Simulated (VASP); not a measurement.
# C in VASP: a series of runs

The runs below take C through single point, with LDA.

Program: VASP 6.6.1. These are calculated values, not measurements. Logs are shortened: lines on timing, memory, paths and dates and some standing lists are left out, and cuts for length are marked.

## (1) The cell of the first run

The cell holds a slab with vacuum, 2 atoms: a = 2.456 Å, b = 2.456 Å, c = 8.524 Å, α = 90.00°, β = 90.00°, γ = 120.00°.

## (2) Single point, LDA (atom 1 (C) moved by (+0.000, -0.100) A along [1 1 0] and z)

Contents of INCAR:

```
SYSTEM = C
PREC = Accurate ; ENCUT = 520
EDIFF = 1E-7 ; ISMEAR = 0
SIGMA = 0.15 ; LREAL = .False.
LASPH = .True. ; NELM = 80
ALGO = Normal ; ISIF = 2
LWAVE = .False. ; LCHARG = .True.
LELF = .True. ; LVHAR = .True.
NBANDS = 11
```

Contents of KPOINTS:

```
regular mesh
0
Gamma
  24 24 6
  0 0 0
```

Contents of POSCAR:

```
C
1.0
    2.4561701622      0.0000000000      0.0000000000
   -1.2280850811      2.1271057565      0.0000000000
    0.0000000000      0.0000000000      8.5238033600
C
2
Direct
    0.3333333333      0.6666666667     -0.0117318521
    0.6666666667      0.3333333333      0.0000000000
```

Potentials or basis: VASP PAW LDA potentials, release 64 (C).

The run is started by

```console
$ cat potpaw_LDA.64/C/POTCAR > POTCAR
$ mpirun -np 1 vasp_std > vasp.out
```

OUTCAR:

```text
SYSTEM = C
   PREC = Accurate
   ENCUT = 520
   EDIFF = 1E-7
   ISMEAR = 0
   LREAL = .False.
   LASPH = .True.
   NELM = 80
   ISIF = 2

 ion  position               nearest neighbor table
   1  0.333  0.667  0.988-   2 1.42   2 1.42   2 1.42
   2  0.667  0.333  0.000-   1 1.42   1 1.42   1 1.42

  LATTYP: Found a hexagonal cell.
 ALAT       =     2.4561701622
 C/A-ratio  =     3.4703635323

  Lattice vectors:

 A1 = (   2.4561701622,   0.0000000000,   0.0000000000)
 A2 = (  -1.2280850811,   2.1271057565,   0.0000000000)
 A3 = (   0.0000000000,   0.0000000000,   8.5238033600)

Analysis of symmetry for initial positions (statically):
=====================================================================
 Subroutine PRICEL returns:
 Original cell was already a primitive cell.

 Routine SETGRP: Setting up the symmetry group for a
 hexagonal supercell.

 Subroutine GETGRP returns: Found 12 space group operations
 (whereof  6 operations were pure point group operations)
 out of a pool of 24 trial point group operations.

The static configuration has the point symmetry C_3v.
 The point group associated with its full space group is D_3d.

Analysis of symmetry for dynamics (positions and initial velocities):
=====================================================================
 Subroutine PRICEL returns:
 Original cell was already a primitive cell.

 Routine SETGRP: Setting up the symmetry group for a
 hexagonal supercell.

 Subroutine GETGRP returns: Found 12 space group operations
 (whereof  6 operations were pure point group operations)
 out of a pool of 24 trial point group operations.

The dynamic configuration has the point symmetry C_3v.
 The point group associated with its full space group is D_3d.

 Subroutine INISYM returns: Found 12 space group operations
 (whereof  6 operations are pure point group operations),
 and found     1 'primitive' translations

----------------------------------------------------------------------------------------

                                     Primitive cell

  volume of cell :      44.5329

  direct lattice vectors                    reciprocal lattice vectors
     2.456170162  0.000000000  0.000000000     0.407137916  0.235061185  0.000000000
    -1.228085081  2.127105756  0.000000000     0.000000000  0.470122370  0.000000000
     0.000000000  0.000000000  8.523803360     0.000000000  0.000000000  0.117318521

  length of vectors
     2.456170162  2.456170162  8.523803360     0.470122370  0.470122370  0.117318521

  position of ions in fractional coordinates (direct lattice)
     0.333333333  0.666666667  0.988268148
     0.666666667  0.333333333  0.000000000

  ion indices of the primitive-cell ions
   primitive index   ion index
                 1           1
                 2           2

----------------------------------------------------------------------------------------

 KPOINTS: regular mesh

Automatic generation of k-mesh.
 Grid dimensions read from file:
 generate k-points for:   24   24    6

 Generating k-lattice:

  Cartesian coordinates                     Fractional coordinates (reciprocal lattice)
     0.016964080  0.009794216  0.000000000     0.041666667 -0.000000000  0.000000000
     0.000000000  0.019588432  0.000000000     0.000000000  0.041666667  0.000000000
     0.000000000  0.000000000  0.019553087     0.000000000  0.000000000  0.166666667

  Length of vectors
     0.019588432  0.019588432  0.019553087

  Shift w.r.t. Gamma in fractional coordinates (k-lattice)
     0.000000000  0.000000000  0.000000000

 Subroutine IBZKPT returns following result:
 ===========================================

 Found    340 irreducible k-points:

 Following reciprocal coordinates:
            Coordinates               Weight
  0.000000  0.000000  0.000000      1.000000
  0.041667  0.000000  0.000000      6.000000
  0.083333  0.000000  0.000000      6.000000
  0.125000 -0.000000  0.000000      6.000000
  0.166667 -0.000000  0.000000      6.000000
  0.208333  0.000000  0.000000      6.000000
[... 16 lines left out ...]
  0.416667  0.041667  0.000000     12.000000
  0.458333  0.041667  0.000000     12.000000
 [... further k-points ...]
   k-points           NKPTS =    340   k-points in BZ     NKDIM =    340   number of bands    NBANDS=     11
   number of dos      NEDOS =    301   number of ions     NIONS =      2
   total plane-waves  NPLWV =  20736
   dimension x,y,z NGX =    18 NGY =   18 NGZ =   64
   dimension x,y,z NGXF=    36 NGYF=   36 NGZF=  128
   ions per type =               2
   NGX,Y,Z   is equivalent  to a cutoff of  12.18, 12.18, 12.48 a.u.
   NGXF,Y,Z  is equivalent  to a cutoff of  24.37, 24.37, 24.96 a.u.
 SYSTEM =  C
   PREC   = accura    normal or accurate (medium, high low for compatibility)
   ISTART =      0    job   : 0-new  1-cont  2-samecut
   ICHARG =      2    charge: 1-file 2-atom 10-const
   ISPIN  =      1    spin polarized calculation?
   LNONCOLLINEAR =      F non collinear calculations
   LSORBIT =      F    spin-orbit coupling
   LASPH  =      T    aspherical Exc in radial PAW
   ENCUT  =  520.0 eV  38.22 Ry    6.18 a.u.   4.57  4.57 15.85*2*pi/ulx,y,z
   NELM   =     80;   NELMIN=  2; NELMDL= -5     # of ELM steps
   EDIFF  = 0.1E-06   stopping-criterion for ELM
   LREAL  =      F    real-space projection
   EDIFFG = 0.1E-05   stopping-criterion for IOM
   NSW    =      0    number of steps for IOM
   IBRION =     -1    ionic relax: 0-MD 1-quasi-New 2-CG
   NFREE  =      0    steps in history (QN), initial steepest desc. (CG)
   ISIF   =      2    stress and relaxation
   ISYM   =      2    0-nonsym 1-usesym 2-fastsym
   POTIM  = 0.5000    time-step for ionic-motion
   TEBEG  =    0.0;   TEEND  =   0.0 temperature during run
   PSTRESS=    0.0 pullay stress
   NELECT =       8.0000    total number of electrons
   NUPDOWN=      -1.0000    fix difference up-down
   EMIN   =  10.00;   EMAX   =-10.00  energy-range for DOS
   EFERMI =   0.00;   METHOD = LEGACY
   ISMEAR =     0;   SIGMA  =   0.15  broadening in eV -4-tet -1-fermi 0-gaus
   EFERMI_NEDOS =   21; number of points for ismear=-14 and -15
   IALGO  =     38    algorithm
   IMIX   =      4    mixing-type and parameters
     AMIX     =   0.40;   BMIX     =  1.00
     AMIX_MAG =   1.60;   BMIX_MAG =  1.00
  volume/ion in A,a.u.               =      22.27       150.26
  Fermi-wavevector in a.u.,A,eV,Ry     =   0.923729  1.745594 11.609511  0.853275
  Thomas-Fermi vector in A             =   2.049397
   LORBIT       =      0    0 simple, 1 ext, 2 COOP (PROOUT), +10 PAW based schemes
   GGA     = CA    functional components
   LHFCALC =     F    Hartree Fock is set to
   AEXX    =    0.0000 exact exchange contribution
   IVDW    =     0    specifies the selected vdW correction
   LEPSILON=     F    determine dielectric tensor
   LRPA    =     F    only Hartree local field effects (RPA)
 non-spin polarized calculation
 Gauss-broadening in eV      SIGMA  =   0.15
  energy-cutoff  :      520.00
  volume of cell :       44.53
 maximum number of plane-waves:      1223
   NGX =  9   NGY =  9   NGZ = 31

 number of electron       7.9999997 magnetization

 Free energy of the ion-electron system (eV)
  ---------------------------------------------------
  ext. energy  EPLUGINS =         0.00000000
  ---------------------------------------------------
  free energy    TOTEN  =       -20.08534484 eV

  energy without entropy =      -20.08475715  energy(sigma->0) =      -20.08505100

 E-fermi :  -0.9164     XC(G=0):  -5.1202

 val. band max:       -0.9163850602   @ k =   0.3333   0.3333   0.3333
 cond. band min:      -0.9163612717   @ k =   0.3333   0.3333   0.1667
 fundamental gap:      0.0000237884
 Fermi energy:        -0.9163734217

 k-point     1 :       0.0000    0.0000    0.0000
  band No.  band energies     occupation
      1     -20.2654      2.00000
      2      -8.5923      2.00000
      3      -3.8420      2.00000
      4      -3.8420      2.00000
      5       2.1814      0.00000
      6       4.5883      0.00000
      7       6.0606      0.00000
      8       7.4354      0.00000
      9       7.4354      0.00000
     10      10.4983      0.00000
     11      12.0487      0.00000

 k-point     2 :       0.0417    0.0000    0.0000
  band No.  band energies     occupation
      1     -20.2242      2.00000
      2      -8.5431      2.00000
      3      -4.0085      2.00000
      4      -3.9323      2.00000
      5       2.2365      0.00000
      6       4.6430      0.00000
      7       6.1086      0.00000
      8       7.4616      0.00000
      9       7.6137      0.00000
     10      10.3743      0.00000
     11      12.1146      0.00000

 k-point     3 :       0.0833    0.0000    0.0000
  band No.  band energies     occupation
      1     -20.1010      2.00000
      2      -8.3957      2.00000
      3      -4.4830      2.00000
      4      -4.1845      2.00000
      5       2.4018      0.00000
      6       4.8071      0.00000
      7       6.2500      0.00000
      8       7.5154      0.00000
      9       8.1285      0.00000
     10      10.0115      0.00000
     11      12.3204      0.00000
[... 267 lines left out ...]
 k-point    23 :       0.4167    0.0417    0.0000
  band No.  band energies     occupation
      1     -15.8512      2.00000
      2     -12.9723      2.00000
      3      -7.2944      2.00000
      4      -3.7623      2.00000
      5       1.3292      0.00000
      6       6.9045      0.00000
      7       8.4196      0.00000
      8      10.4249      0.00000
      9      12.2143      0.00000
     10      12.2639      0.00000
     11      13.7463      0.00000

 k-point    24 :       0.4583    0.0417    0.0000
  band No.  band energies     occupation
      1     -15.1030      2.00000
      2     -13.8405      2.00000
      3      -7.3766      2.00000
      4      -3.2953      2.00000
      5       0.7463      0.00000
      6       6.8660      0.00000
      7       9.5980      0.00000
      8      10.8303      0.00000
      9      11.4654      0.00000
     10      12.7715      0.00000
     11      13.4637      0.00000

 [... further k-points ...]

------------------------ aborting loop because EDIFF is reached ----------------------------------------

  FORCE on cell =-STRESS in cart. coord.  units (eV):
  Direction    XX          YY          ZZ          XY          YZ          ZX
  --------------------------------------------------------------------------------------
  -------------------------------------------------------------------------------------
  Total       -0.5299413     -0.5299413     -0.1909290      0.0000000     -0.0000000      0.0000000
  in kB      -19.0659023    -19.0659023     -6.8691266      0.0000000     -0.0000000      0.0000000
  external PRESSURE =     -15.0003104 kB  Pullay stress =       0.0000000 kB

 VOLUME and BASIS-vectors are now :
 -----------------------------------------------------------------------------
  energy-cutoff  :      520.00
  volume of cell :       44.53
      direct lattice vectors                 reciprocal lattice vectors
     2.456170162  0.000000000  0.000000000     0.407137916  0.235061185  0.000000000
    -1.228085081  2.127105756  0.000000000     0.000000000  0.470122370  0.000000000
     0.000000000  0.000000000  8.523803360     0.000000000  0.000000000  0.117318521

 POSITION                                       TOTAL-FORCE (eV/Angst)
 -----------------------------------------------------------------------------------
     -0.00000      1.41807      8.42380        -0.000000      0.000000      1.776002
      1.22809      0.70904      0.00000         0.000000      0.000000     -1.776002
 -----------------------------------------------------------------------------------
    total drift:                                0.000000     -0.000000     -0.000001

  FREE ENERGIE OF THE ION-ELECTRON SYSTEM (eV)
  ---------------------------------------------------
  free  energy   TOTEN  =       -20.0853448450 eV

  energy  without entropy=      -20.0847571475  energy(sigma->0) =      -20.08505100
```

It took 4.7 min on 1 thread of AMD EPYC 7R43 (Zen 3), shared host; peak memory 0.19 GiB.

Results:

```
Free energy            : -20.0853 eV
Largest force          : 1.776 eV/Å
Band gap on the k mesh : zero (filled and empty bands touch)
```

Forces in eV/Å, atoms in the order of the input:
```
C    0.000  0.000  1.776
C    0.000  0.000 -1.776
```

Caveat: the cell differs from its parent crystal (atom 1 (C) moved by (+0.000, -0.100) A along [1 1 0] and z).

## (3) Single point, LDA (atom 1 (C) moved by (-0.100, +0.000) A along [1 1 0] and z)

Contents of INCAR:

```
SYSTEM = C
PREC = Accurate
ENCUT = 520
EDIFF = 1E-6
ISMEAR = 0
SIGMA = 0.15
LREAL = .FALSE.
LASPH = .TRUE.
NELM = 80
ALGO = Normal
ISIF = 2
LWAVE = .FALSE.
LCHARG = .FALSE.
GGA = CA
NBANDS = 11
```

Contents of KPOINTS:

```
Automatic mesh
0
G
  24 24 6
  0 0 0
```

Changes to POSCAR since step 2:

```diff
@@ -8,3 +8,3 @@
 Direct
-    0.3333333333      0.6666666667     -0.0117318521
+    0.2879229994      0.6334239951      0.0000000000
     0.6666666667      0.3333333333      0.0000000000
```

Potentials or basis: VASP PAW LDA potentials, release 64 (C).

The run is started by

```console
$ cat potpaw_LDA.64/C/POTCAR > POTCAR
$ mpirun -np 1 vasp_std > vasp.out
```

Run time: 3 min. Hardware: 1 thread of Intel Xeon 6975P-C (Granite Rapids), shared host; peak memory 0.5 GiB.

The run converged. Its results:

```yaml
Free_energy: -19.8862 eV
Largest_force: 5.963 eV/Å
```

Forces in eV/Å, atoms in the order of the input:
```
C    4.541  3.865  0.000
C   -4.541 -3.865  0.000
```

Caveat: the cell differs from its parent crystal (atom 1 (C) moved by (-0.100, +0.000) A along [1 1 0] and z).

[end of part 1 of 2]
